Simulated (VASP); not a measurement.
# Nb (P6/mmm) in VASP: further runs

The runs below take Nb through relaxation of cell and atoms, single point, relaxation of shape and atoms at fixed volume, with PBE.

Program: VASP 6.6.1. These are calculated values, not measurements. Logs are shortened: lines on timing, memory, paths and dates and some standing lists are left out, and cuts for length are marked.

## (1) The cell of the first run

It takes space group P6/mmm (No. 191, hexagonal). Conventional cell: a = 2.850 Å, b = 2.850 Å, c = 2.679 Å, α = 90.00°, β = 90.00°, γ = 120.00°. Nb (site symmetry 6/mmm) has 8 Nb at 2.68 to 2.85 Å within 3.5 Å.

This isn't the form of Nb at room conditions, which is bcc.

## (2) Relaxation of cell and atoms, PBE

Input file INCAR:

```
SYSTEM = Nb
ALGO = Normal
EDIFF = 1E-6
EDIFFG = -0.005
ENCUT = 600
GGA = PE
IBRION = 2
ISIF = 3
ISMEAR = -1
LASPH = .True.
LCHARG = .False.
LREAL = .False.
LWAVE = .False.
NELM = 100
NSW = 60
PREC = Accurate
SIGMA = 0.05
```

Input file KPOINTS:

```
k-points
0
Gamma
  15 15 14
  0 0 0
```

Input file POSCAR:

```
Nb
1.0
    2.8503111818      0.0000000000      0.0000000000
   -1.4251555909      2.4684418921      0.0000000000
    0.0000000000      0.0000000000      2.6792925109
Nb
1
Direct
    0.0000000000      0.0000000000      0.0000000000
```

Potentials or basis: VASP PAW PBE potentials, release 64 (Nb_sv).

On the command line:

```sh
$ cat potpaw_PBE.64/Nb_sv/POTCAR > POTCAR
$ mpirun -np 1 vasp_std > vasp.out
```

OUTCAR:

```text
SYSTEM = Nb
   EDIFF = 1E-6
   EDIFFG = -0.005
   ENCUT = 600
   GGA = PE
   IBRION = 2
   ISIF = 3
   ISMEAR = -1
   LASPH = .True.
   LREAL = .False.
   NELM = 100
   NSW = 60
   PREC = Accurate

 ion  position               nearest neighbor table
   1  0.000  0.000  0.000-

  LATTYP: Found a hexagonal cell.
 ALAT       =     2.8503111818
 C/A-ratio  =     0.9400000000

  Lattice vectors:

 A1 = (   2.8503111818,   0.0000000000,   0.0000000000)
 A2 = (  -1.4251555909,   2.4684418921,   0.0000000000)
 A3 = (   0.0000000000,   0.0000000000,   2.6792925109)

Analysis of symmetry for initial positions (statically):
=====================================================================
 Subroutine PRICEL returns:
 Original cell was already a primitive cell.

 Routine SETGRP: Setting up the symmetry group for a
 hexagonal supercell.

 Subroutine GETGRP returns: Found 24 space group operations
 (whereof 24 operations were pure point group operations)
 out of a pool of 24 trial point group operations.

The static configuration has the point symmetry D_6h.

Analysis of symmetry for dynamics (positions and initial velocities):
=====================================================================
 Subroutine PRICEL returns:
 Original cell was already a primitive cell.

 Routine SETGRP: Setting up the symmetry group for a
 hexagonal supercell.

 Subroutine GETGRP returns: Found 24 space group operations
 (whereof 24 operations were pure point group operations)
 out of a pool of 24 trial point group operations.

The dynamic configuration has the point symmetry D_6h.

 Subroutine INISYM returns: Found 24 space group operations
 (whereof 24 operations are pure point group operations),
 and found     1 'primitive' translations

----------------------------------------------------------------------------------------

                                     Primitive cell

  volume of cell :      18.8510

  direct lattice vectors                    reciprocal lattice vectors
     2.850311182  0.000000000  0.000000000     0.350838886  0.202556925  0.000000000
    -1.425155591  2.468441892  0.000000000     0.000000000  0.405113851  0.000000000
     0.000000000  0.000000000  2.679292511     0.000000000  0.000000000  0.373232858

  length of vectors
     2.850311182  2.850311182  2.679292511     0.405113851  0.405113851  0.373232858

  position of ions in fractional coordinates (direct lattice)
     0.000000000  0.000000000  0.000000000

  ion indices of the primitive-cell ions
   primitive index   ion index
                 1           1

----------------------------------------------------------------------------------------

 KPOINTS: k-points

Automatic generation of k-mesh.
 Grid dimensions read from file:
 generate k-points for:   15   15   14

 Generating k-lattice:

  Cartesian coordinates                     Fractional coordinates (reciprocal lattice)
     0.023389259  0.013503795  0.000000000     0.066666667  0.000000000  0.000000000
     0.000000000  0.027007590  0.000000000     0.000000000  0.066666667  0.000000000
     0.000000000  0.000000000  0.026659490     0.000000000  0.000000000  0.071428571

  Length of vectors
     0.027007590  0.027007590  0.026659490

  Shift w.r.t. Gamma in fractional coordinates (k-lattice)
     0.000000000  0.000000000  0.000000000

 Subroutine IBZKPT returns following result:
 ===========================================

 Found    216 irreducible k-points:

 Following reciprocal coordinates:
            Coordinates               Weight
  0.000000  0.000000  0.000000      1.000000
  0.066667 -0.000000  0.000000      6.000000
  0.133333 -0.000000  0.000000      6.000000
  0.200000 -0.000000  0.000000      6.000000
  0.266667 -0.000000  0.000000      6.000000
  0.333333 -0.000000  0.000000      6.000000
[... 16 lines left out ...]
  0.333333  0.200000  0.000000     12.000000
  0.400000  0.200000  0.000000      6.000000
 [... further k-points ...]
   k-points           NKPTS =    216   k-points in BZ     NKDIM =    216   number of bands    NBANDS=     10
   number of dos      NEDOS =    301   number of ions     NIONS =      1
   total plane-waves  NPLWV =  13824
   dimension x,y,z NGX =    24 NGY =   24 NGZ =   24
   dimension x,y,z NGXF=    48 NGYF=   48 NGZF=   48
   ions per type =               1
   NGX,Y,Z   is equivalent  to a cutoff of  14.00, 14.00, 14.89 a.u.
   NGXF,Y,Z  is equivalent  to a cutoff of  28.00, 28.00, 29.78 a.u.
 SYSTEM =  Nb
   PREC   = accura    normal or accurate (medium, high low for compatibility)
   ISTART =      0    job   : 0-new  1-cont  2-samecut
   ICHARG =      2    charge: 1-file 2-atom 10-const
   ISPIN  =      1    spin polarized calculation?
   LNONCOLLINEAR =      F non collinear calculations
   LSORBIT =      F    spin-orbit coupling
   LASPH  =      T    aspherical Exc in radial PAW
   ENCUT  =  600.0 eV  44.10 Ry    6.64 a.u.   5.69  5.69  5.35*2*pi/ulx,y,z
   NELM   =    100;   NELMIN=  2; NELMDL= -5     # of ELM steps
   EDIFF  = 0.1E-05   stopping-criterion for ELM
   LREAL  =      F    real-space projection
   EDIFFG = -.5E-02   stopping-criterion for IOM
   NSW    =     60    number of steps for IOM
   IBRION =      2    ionic relax: 0-MD 1-quasi-New 2-CG
   NFREE  =      1    steps in history (QN), initial steepest desc. (CG)
   ISIF   =      3    stress and relaxation
   ISYM   =      2    0-nonsym 1-usesym 2-fastsym
   POTIM  = 0.5000    time-step for ionic-motion
   TEBEG  =    0.0;   TEEND  =   0.0 temperature during run
   PSTRESS=    0.0 pullay stress
   NELECT =      13.0000    total number of electrons
   NUPDOWN=      -1.0000    fix difference up-down
   EMIN   =  10.00;   EMAX   =-10.00  energy-range for DOS
   EFERMI =   0.00;   METHOD = LEGACY
   ISMEAR =    -1;   SIGMA  =   0.05  broadening in eV -4-tet -1-fermi 0-gaus
   EFERMI_NEDOS =   21; number of points for ismear=-14 and -15
   IALGO  =     38    algorithm
   IMIX   =      4    mixing-type and parameters
     AMIX     =   0.40;   BMIX     =  1.00
     AMIX_MAG =   1.60;   BMIX_MAG =  1.00
  volume/ion in A,a.u.               =      18.85       127.21
  Fermi-wavevector in a.u.,A,eV,Ry     =   1.446364  2.733231 28.462951  2.091968
  Thomas-Fermi vector in A             =   2.564441
   LORBIT       =      0    0 simple, 1 ext, 2 COOP (PROOUT), +10 PAW based schemes
   GGA     = PE    functional components
   LHFCALC =     F    Hartree Fock is set to
   AEXX    =    0.0000 exact exchange contribution
   IVDW    =     0    specifies the selected vdW correction
   LEPSILON=     F    determine dielectric tensor
   LRPA    =     F    only Hartree local field effects (RPA)
 conjugate gradient relaxation of ions
 non-spin polarized calculation
  energy-cutoff  :      600.00
  volume of cell :       18.85
 maximum number of plane-waves:       658
 NGX is ok and might be reduce to    24
   NGX = 11   NGY = 11   NGZ = 11

--------------------------------------- Ionic step        1  -------------------------------------------

 number of electron      13.0000000 magnetization

 Free energy of the ion-electron system (eV)
  ---------------------------------------------------
  ext. energy  EPLUGINS =         0.00000000
  ---------------------------------------------------
  free energy    TOTEN  =        -9.58977585 eV

  energy without entropy =       -9.58001252  energy(sigma->0) =       -9.58489419

------------------------ aborting loop because EDIFF is reached ----------------------------------------

  FORCE on cell =-STRESS in cart. coord.  units (eV):
  Direction    XX          YY          ZZ          XY          YZ          ZX
  --------------------------------------------------------------------------------------
  -------------------------------------------------------------------------------------
  Total        0.3086511      0.3086511      0.7351670      0.0000000      0.0000000      0.0000000
  in kB       26.2327023     26.2327023     62.4829124      0.0000000      0.0000000      0.0000000
  external PRESSURE =      38.3161057 kB  Pullay stress =       0.0000000 kB

 VOLUME and BASIS-vectors are now :
 -----------------------------------------------------------------------------
  energy-cutoff  :      600.00
  volume of cell :       18.85
      direct lattice vectors                 reciprocal lattice vectors
     2.850311182  0.000000000  0.000000000     0.350838886  0.202556925  0.000000000
    -1.425155591  2.468441892  0.000000000     0.000000000  0.405113851  0.000000000
     0.000000000  0.000000000  2.679292511     0.000000000  0.000000000  0.373232858
[... 211 lines left out ...]
 POSITION                                       TOTAL-FORCE (eV/Angst)
 -----------------------------------------------------------------------------------
      0.00000      0.00000      0.00000        -0.000000      0.000000      0.000000
 -----------------------------------------------------------------------------------
    total drift:                                0.000000     -0.000000      0.000000

  FREE ENERGIE OF THE ION-ELECTRON SYSTEM (eV)
  ---------------------------------------------------
  free  energy   TOTEN  =        -9.5969591779 eV

  energy  without entropy=       -9.5864606071  energy(sigma->0) =       -9.59170989

--------------------------------------- Ionic step        8  -------------------------------------------

 number of electron      12.9999999 magnetization

 Free energy of the ion-electron system (eV)
  ---------------------------------------------------
  ext. energy  EPLUGINS =         0.00000000
  ---------------------------------------------------
  free energy    TOTEN  =        -9.59696686 eV

  energy without entropy =       -9.58649088  energy(sigma->0) =       -9.59172887

 E-fermi :  10.5961     XC(G=0): -12.0752

 val. band max:       10.5936839988   @ k =   0.2000   0.1333   0.4286
 cond. band min:      10.5992801843   @ k =   0.2667   0.1333   0.2143
 fundamental gap:      0.0055961854
 Fermi energy:        10.5960531147

 k-point     1 :       0.0000    0.0000    0.0000
  band No.  band energies     occupation
      1     -44.3158      2.00000
      2     -19.6733      2.00000
      3     -19.6096      2.00000
      4     -19.6096      2.00000
      5       4.5383      2.00000
      6       7.5121      2.00000
      7      10.7452      0.09642
      8      10.7452      0.09642
      9      15.5158      0.00000
     10      15.5158      0.00000

 k-point     2 :       0.0667   -0.0000    0.0000
  band No.  band energies     occupation
      1     -44.3069      2.00000
      2     -19.6713      2.00000
      3     -19.6667      2.00000
      4     -19.6232      2.00000
      5       4.6991      2.00000
      6       7.5875      2.00000
      7      10.5655      1.29648
      8      10.8977      0.00479
      9      15.3045      0.00000
     10      15.4836      0.00000
[... 274 lines left out ...]
 k-point    24 :       0.4000    0.2000    0.0000
  band No.  band energies     occupation
      1     -44.0899      2.00000
      2     -20.7841      2.00000
      3     -20.2192      2.00000
      4     -19.5074      2.00000
      5       7.9845      2.00000
      6       8.7674      2.00000
      7      10.5341      1.55066
      8      12.6282      0.00000
      9      13.9892      0.00000
     10      17.2933      0.00000

 [... further k-points ...]

------------------------ aborting loop because EDIFF is reached ----------------------------------------

  FORCE on cell =-STRESS in cart. coord.  units (eV):
  Direction    XX          YY          ZZ          XY          YZ          ZX
  --------------------------------------------------------------------------------------
  -------------------------------------------------------------------------------------
  Total        0.0008203      0.0008203     -0.0023475      0.0000000      0.0000000      0.0000000
  in kB        0.0679734      0.0679734     -0.1945157      0.0000000      0.0000000      0.0000000
  external PRESSURE =      -0.0195230 kB  Pullay stress =       0.0000000 kB

 VOLUME and BASIS-vectors are now :
 -----------------------------------------------------------------------------
  energy-cutoff  :      600.00
  volume of cell :       19.34
      direct lattice vectors                 reciprocal lattice vectors
     2.862846883  0.000000000  0.000000000     0.349302649  0.201669978 -0.000000000
    -1.431423441  2.479298128  0.000000000     0.000000000  0.403339957 -0.000000000
     0.000000000  0.000000000  2.724132769     0.000000000 -0.000000000  0.367089303

 POSITION                                       TOTAL-FORCE (eV/Angst)
 -----------------------------------------------------------------------------------
      0.00000      0.00000      0.00000         0.000000      0.000000      0.000000
 -----------------------------------------------------------------------------------
    total drift:                                0.000000      0.000000      0.000000

  FREE ENERGIE OF THE ION-ELECTRON SYSTEM (eV)
  ---------------------------------------------------
  free  energy   TOTEN  =        -9.5969668595 eV

  energy  without entropy=       -9.5864908840  energy(sigma->0) =       -9.59172887

 reached required accuracy - stopping structural energy minimisation
```

Run time: 3.5 min. Hardware: 1 thread of Intel Xeon 8259CL, shared host; peak memory 0.19 GiB.

Results:

| Quantity | Value |
| --- | --- |
| Free energy | -9.5970 eV |
| Relaxed volume | 19.34 Å³/atom |
| Relaxed cell | a = 2.863 Å, b = 2.863 Å, c = 2.724 Å, α = 90.00°, β = 90.00°, γ = 120.00° |
| Space group after relaxing (to 0.1 Å) | P6/mmm (No. 191) |
| Energy gained by relaxing | 7.2 meV/atom |
| Ionic steps | 8 |
| Pressure after relaxing | 0.0 GPa |
| Band gap on the k mesh | zero (an odd number of electrons rules out a gap without spin polarisation) |

The path:
| step | energy change (eV) | largest force (eV/Å) | pressure (GPa) | volume (Å³) |
| --- | --- | --- | --- | --- |
| 1 | 0.0000 | 0.0000 | 3.83 | 18.85 |
| 2 | 0.0062 | 0.0000 | -5.17 | 20.11 |
| 3 | -0.0070 | 0.0000 | -0.27 | 19.37 |
| 4 | -0.0070 | 0.0000 | -0.21 | 19.35 |
| 5 | -0.0071 | 0.0000 | 0.22 | 19.31 |
| 6 | -0.0072 | 0.0000 | 0.10 | 19.33 |
| 7 | -0.0072 | 0.0000 | -0.14 | 19.35 |
| 8 | -0.0072 | 0.0000 | 0.00 | 19.34 |

Final structure:
```cif
data_structure
_symmetry_space_group_name_H-M 'P 1'
_symmetry_Int_Tables_number 1
_cell_length_a 2.8628
_cell_length_b 2.8628
_cell_length_c 2.7241
_cell_angle_alpha 90.000
_cell_angle_beta 90.000
_cell_angle_gamma 120.000
_cell_volume 19.34
loop_
_atom_site_label
_atom_site_type_symbol
_atom_site_fract_x
_atom_site_fract_y
_atom_site_fract_z
_atom_site_occupancy
Nb1 Nb 0.00000 0.00000 0.00000 1
```

(Continued in part 2 of 4.)
